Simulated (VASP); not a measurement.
Write the native input for VASP 6.6.1 that does the following.

- Task: single point
- Functional: PBE
- Potentials or basis: VASP PAW PBE potentials, release 64 (Sb)
- Cutoff: 520 eV
- k mesh: 10 × 10 × 10
- Occupations: gaussian, width 0.025 eV
- Spin: no spin polarisation
- Dipole correction: no
- Further INCAR settings: ALGO = Normal; EDIFF = 1e-06; NBANDS = 8

The structure of Sb lies in POSCAR:

```
Sb
1.0
    0.0000000000      2.3712425216      2.3712425216
    2.3712425216      0.0000000000      2.3712425216
    2.3712425216      2.3712425216      0.0000000000
Sb
1
Direct
    0.0000000000      0.0000000000      0.0000000000
```

One way to write it, as run:

INCAR

```
SYSTEM = Sb
  PREC = Accurate
  ENCUT = 520
  EDIFF = 1E-6
  ISMEAR = 0
  SIGMA = 0.025
  LREAL = .FALSE.
  LASPH = .TRUE.
  NELM = 100
  ALGO = Normal
  ISIF = 2
  LWAVE = .FALSE.
  LCHARG = .FALSE.
  GGA = PE
  NBANDS = 8
```

KPOINTS

```
Automatic mesh
0
G
  10 10 10
  0 0 0
```

Potentials or basis: VASP PAW PBE potentials, release 64 (Sb).

Command:

```bash
$ cat potpaw_PBE.64/Sb/POTCAR > POTCAR
$ mpirun -np 1 vasp_std > vasp.out
```

Results of the run:

```json
{"Pressure": "1.8 GPa"}
```

Wall time 7.7 s on 1 thread of AMD EPYC 7R43 64-Core Processor (Zen 3), with other jobs on the host, peak memory 0.12 GiB.
